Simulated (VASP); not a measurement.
Mg12H (a cell with a defect): single point with PBEsol

Mg12H (a cell with a defect):

```
Mg H
1.0
     6.42000    0.00000    0.00000
    -4.81500    8.33982    0.00000
     0.00000    0.00000    5.21304
Mg H
12 1
Cartesian
  -0.0009 -0.0053 -0.0088
  0.0008 1.8512 2.5938
  -1.6099 2.7796 -0.0100
  -1.6113 4.6262 2.6170
  -3.2144 5.5567 -0.0025
  -3.2114 7.4208 2.6124
  3.2108 -0.0064 -0.0039
  3.2186 1.8546 2.6103
  1.6105 2.7860 -0.0114
  1.6098 4.6358 2.6162
  0.0072 5.5646 0.0105
  -0.0004 7.4191 2.6139
  3.2650 3.7420 6.4960
```

- Program: VASP 6.6.1
- Task: single point
- Functional: PBEsol
- Potentials or basis: VASP PAW PBE potentials, release 64 (Mg, H)
- Cutoff: 520 eV
- k mesh: 4 × 3 × 4
- Occupations: gaussian, width 0.1 eV
- Spin: no spin polarisation
- Dipole correction: no
- Further INCAR settings: ALGO = Normal; EDIFF = 1e-07; NBANDS = 24

The pressure is -1.1 GPa and the largest force is 0.027 eV/Å.

Forces in eV/Å, atoms in the order of the input:
```
Mg  -0.001 -0.005 -0.004
Mg  -0.002 -0.002 -0.008
Mg   0.007 -0.001  0.004
Mg   0.006  0.001 -0.004
Mg   0.002  0.003  0.003
Mg  -0.001  0.005  0.003
Mg   0.001 -0.005 -0.002
Mg   0.001  0.003 -0.007
Mg   0.007  0.005  0.011
Mg   0.002 -0.002 -0.009
Mg   0.004  0.003  0.007
Mg   0.000  0.006  0.003
H   -0.025 -0.010  0.003
```

Stress tensor (GPa, compression positive):
```
-1.13 -0.55 -0.09
-0.55 -1.52  0.28
-0.09  0.28 -0.69
```

Levels at points of the mesh, in eV from the Fermi level:
| k point | band 8 | band 9 | band 10 | band 11 | band 12 | band 13 | band 14 | band 15 | band 16 | band 17 |
| --- | --- | --- | --- | --- | --- | --- | --- | --- | --- | --- |
| (0.00, 0.00, 0.00) | -1.91 | -1.35 | -0.78 | -0.23 | -0.01 | 0.24 | 0.43 | 0.51 | 1.19 | 1.69 |
| (0.50, 0.00, 0.00) | -0.60 | -0.58 | -0.56 | -0.30 | -0.25 | -0.13 | -0.12 | 0.25 | 0.32 | 0.74 |
| (0.00, 0.00, 0.50) | -1.97 | -1.91 | -1.88 | -1.32 | -1.18 | -0.70 | -0.55 | 0.69 | 1.11 | 1.22 |
| (0.50, 0.00, 0.50) | -3.81 | -1.53 | -0.87 | -0.80 | -0.78 | 0.20 | 0.73 | 0.83 | 0.85 | 2.15 |

Wall time 5.7 min on 1 thread of Oxide Virtual Turin-like Processor, with other jobs on the host, peak memory 0.41 GiB.

Caveat: the PAW data sets were made with another functional, which shifts forces and pressure a little.
